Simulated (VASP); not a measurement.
A run of VASP 6.6.1:

The input INCAR:

```
  PREC = Accurate
  ENCUT = 600
  EDIFF = 1E-6
  ISMEAR = 0
  SIGMA = 0.1
  LREAL = False
  LASPH = True
  NELM = 100
  ALGO = Normal
  ISIF = 3
  LWAVE = False
  LCHARG = False
  GGA = PE
  IBRION = 2
  NSW = 100
  EDIFFG = -0.01
```

Contents of KPOINTS:

```
regular mesh
0
Gamma
  8 8 8
```

Contents of POSCAR:

```
Sr3O2
1.0
    5.0270689933      0.0000000000      0.0000000000
    0.0000000000      5.0270689933      0.0000000000
    0.0000000000      0.0000000000      5.0270689933
Sr O
3 2
Direct
    0.0000000000      0.5000000000      0.5000000000
    0.5000000000      0.0000000000      0.5000000000
    0.5000000000      0.5000000000      0.0000000000
    0.5000000000      0.5000000000      0.5000000000
    0.0000000000      0.0000000000      0.0000000000
```

Potentials or basis: VASP PAW PBE potentials, release 64 (Sr_sv, O).

Launch:

```console
$ cat potpaw_PBE.64/Sr_sv/POTCAR potpaw_PBE.64/O/POTCAR > POTCAR
$ mpirun -np 1 vasp_std > vasp.out
```

Hardware: 1 thread of Intel(R) Xeon(R) Platinum 8259CL CPU @ 2.50GHz (Skylake/Cascade Lake), with other jobs on the host.

**Question.** How long does it take, and how much memory?

**Answer.** Wall time 3.7 min on 1 thread of Intel(R) Xeon(R) Platinum 8259CL CPU @ 2.50GHz (Skylake/Cascade Lake) (shared host), peak memory 0.32 GiB. Counts: scf iterations 35, k points 35, ion steps 2.
